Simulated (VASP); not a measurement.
Wanted: the native input for a VASP 6.6.1 run.

```
Task                               : single point
Functional                         : HSE06
Potentials or basis                : VASP PAW PBE potentials, release 64 (Na_pv, Cl)
Cutoff                             : 400 eV
k mesh                             : 6 × 6 × 6
Occupations                        : gaussian, width 0.01 eV
Spin                               : no spin polarisation
Dipole correction                  : no
Grid for exact exchange (PRECFOCK) : Normal
Further INCAR settings             : ALGO = Normal; EDIFF = 1e-06; NBANDS = 14
Share of exact exchange            : 0.25
Screening parameter                : 0.2079 1/Å
```

Crystal: NaCl.

```
CELL_PARAMETERS angstrom
0.00000 3.01009 3.01009
3.01009 0.00000 3.01009
3.01009 3.01009 0.00000
ATOMIC_POSITIONS crystal
Na 0.00000 0.00000 0.00000
Cl 0.25000 0.25000 0.25000
```

This cell differs from its parent crystal: strain -2.5%.

One way to write it, as run:

POSCAR

```
NaCl
1.0
    0.0000000000      3.0100910318      3.0100910318
    3.0100910318      0.0000000000      3.0100910318
    3.0100910318      3.0100910318      0.0000000000
Na Cl
1 1
Direct
    0.0000000000      0.0000000000      0.0000000000
    0.2500000000      0.2500000000      0.2500000000
```

INCAR.step1

```
SYSTEM = NaCl
PREC     = Accurate       ! precision mode
ENCUT    = 400            ! plane-wave cutoff, eV
EDIFF    = 1E-5           ! SCF threshold, eV
ISMEAR   = 0              ! smearing method
SIGMA    = 0.01           ! smearing width, eV
LREAL    = .FALSE.        ! projectors in reciprocal space
LASPH    = .TRUE.         ! aspherical terms in the spheres
NELM     = 120            ! most SCF steps
ALGO     = Normal         ! electronic algorithm
ISIF     = 2              ! what is computed and relaxed
LWAVE    = .TRUE.         ! write WAVECAR
GGA      = PE             ! functional
NBANDS   = 14             ! bands
GGA_COMPAT= .FALSE.
```

INCAR.step2

```
SYSTEM = NaCl
PREC     = Accurate       ! precision mode
ENCUT    = 400            ! plane-wave cutoff, eV
EDIFF    = 1E-6           ! SCF threshold, eV
ISMEAR   = 0              ! smearing method
SIGMA    = 0.01           ! smearing width, eV
LREAL    = .FALSE.        ! projectors in reciprocal space
LASPH    = .TRUE.         ! aspherical terms in the spheres
NELM     = 120            ! most SCF steps
ALGO     = Normal         ! electronic algorithm
ISIF     = 2              ! what is computed and relaxed
LWAVE    = .FALSE.        ! write WAVECAR
LCHARG   = .TRUE.         ! write CHGCAR
GGA      = PE             ! functional
LHFCALC  = .TRUE.         ! exact exchange
HFSCREEN = 0.2079         ! screening, 1/A
PRECFOCK = Normal       
LELF     = .TRUE.         ! ELF
LVHAR    = .TRUE.       
ISTART   = 1            
NBANDS   = 14             ! bands
GGA_COMPAT= .FALSE.
```

KPOINTS

```
regular mesh
0
G
  6 6 6
  0 0 0
```

Potentials or basis: VASP PAW PBE potentials, release 64 (Na_pv, Cl).

Run with:

```sh
$ cat potpaw_PBE.64/Na_pv/POTCAR potpaw_PBE.64/Cl/POTCAR > POTCAR
$ cp INCAR.step1 INCAR
$ mpirun -np 1 vasp_std > vasp.out
$ cp INCAR.step2 INCAR
$ mpirun -np 1 vasp_std > vasp.out
```

Results of the run:

```json
{"Pressure": "2.0 GPa", "Band gap on the k mesh": "6.44 eV"}
```

Caveat: the cell differs from its parent crystal (strain -2.5%); the PAW data sets were made with another functional, which shifts forces and pressure a little.

Run time: 31 min on 1 thread of Intel Xeon 8259CL, with other jobs on the host, peak memory 0.26 GiB.
